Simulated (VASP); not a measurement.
Here is a VASP 6.6.1 calculation.

Contents of INCAR:

```
SYSTEM = Si3As2
ALGO = Normal
EDIFF = 1E-7
ENCUT = 520
GGA = PE
ISIF = 2
ISMEAR = 0
LASPH = .True.
LCHARG = .True.
LELF = .True.
LREAL = .False.
LVHAR = .True.
LWAVE = .False.
NBANDS = 33
NELM = 60
PREC = Accurate
SIGMA = 0.01
```

The input KPOINTS:

```
k-points
0
Gamma
  12 12 2
  0 0 0
```

Contents of POSCAR:

```
Si3As2
1.0
    3.7637399988      0.0000000000      0.0000000000
   -1.8818699994      3.2594944522      0.0000000000
    0.0000000000      0.0000000000     19.5962831242
Si As
6 4
Direct
    0.0000000000      0.0000000000      0.0603695134
    0.3333333333      0.6666666667      0.1027296033
    0.3333333333      0.6666666667      0.2227441730
    0.0000000000      0.0000000000      0.9396304866
    0.6666666667      0.3333333333      0.8972703967
    0.6666666667      0.3333333333      0.7772558270
    0.3333333333      0.6666666667      0.7222836194
    0.6666666667      0.3333333333      0.2777163806
    0.3333333333      0.6666666667      0.4655704954
    0.6666666667      0.3333333333      0.5344295046
```

Potentials or basis: VASP PAW PBE potentials, release 64 (Si, As).

Run with:

```bash
$ cat potpaw_PBE.64/Si/POTCAR potpaw_PBE.64/As/POTCAR > POTCAR
$ mpirun -np 1 vasp_std > vasp.out
```

What does it give for the largest force?

0.069 eV/Å.

Estimate the band gap on the k mesh.

0.47 eV, indirect (least direct gap 0.54 eV).

What does it give for the pressure?

0.1 GPa.

Forces in eV/Å, atoms in the order of the input:
```
Si   0.000  0.000 -0.001
Si   0.000  0.000 -0.002
Si   0.000  0.000 -0.043
Si   0.000  0.000  0.001
Si   0.000  0.000  0.002
Si   0.000  0.000  0.043
As   0.000  0.000 -0.037
As   0.000  0.000  0.037
As   0.000  0.000 -0.069
As   0.000  0.000  0.069
```

Caveat: this functional lacks dispersion, which binds the layers, so the pressure and a relaxed spacing across them are unreliable. A k mesh can miss the band edges.
